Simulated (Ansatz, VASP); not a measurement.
# MgO in VASP and in Ansatz

File INCAR:

```
SYSTEM = MgO
  ALGO = Normal
  EDIFF = 1E-6
  ENCUT = 520
  GGA = PS
  ISIF = 2
  ISMEAR = 0
  LASPH = .TRUE.
  LCHARG = .TRUE.
  LELF = .TRUE.
  LREAL = .FALSE.
  LVHAR = .TRUE.
  LWAVE = .FALSE.
  NBANDS = 11
  NELM = 60
  PREC = Accurate
  SIGMA = 0.01
```

KPOINTS

```
k-points
0
G
  6 6 6
  0 0 0
```

Contents of POSCAR:

```
MgO
1.0
    0.0000000000      2.0693150000      2.0693150000
    2.0693150000      0.0000000000      2.0693150000
    2.0693150000      2.0693150000      0.0000000000
Mg O
1 1
Direct
    0.0000000000      0.0000000000      0.0000000000
    0.5000000000      0.5000000000      0.5000000000
```

Input for Ansatz:

```yaml
crystal:
  atoms:
  - position: [0.0, 0.0, 0.0]
    symbol: Mg
  - position: [0.5, 0.5, 0.5]
    symbol: O
  lattice:
  - [0.0, 2.069315, 2.069315]
  - [2.069315, 0.0, 2.069315]
  - [2.069315, 2.069315, 0.0]
hamiltonian:
  dispersion: none
  pseudopotentials:
    kind: all_electron
    lapw: {}
    relativity: scalar
  xc: pbesol
kpoints:
  mp_grid:
    grid: [6, 6, 6]
    shift: [0, 0, 0]
magnetization: {spin_polarized: false}
output: {forces: true, stress: true}
scf:
  occupations: {method: fixed}
```

Alike in both runs: task single point; functional PBEsol; k mesh 6 × 6 × 6; no spin polarisation.

|  | VASP | Ansatz |
| --- | --- | --- |
| version | VASP 6.6.1 | Ansatz 0.2 development build |
| potentials or method | VASP PAW PBE potentials, release 64 (Mg, O), cutoff 520 eV | all-electron full-potential LAPW, scalar-relativistic |
| occupations | gaussian, width 0.01 eV | fixed |

```csv
,VASP,Ansatz,Ansatz less VASP
gap on the k mesh at the Fermi level (eV),5.16,5.16,0.000
pressure (GPa),9.1,9.6,+0.50
```

VASP's potentials were made for PBE, not for PBEsol. Ansatz ran all-electron here, and VASP with PAW potentials.

The k mesh is coarse, so the values compare programs but aren't converged.
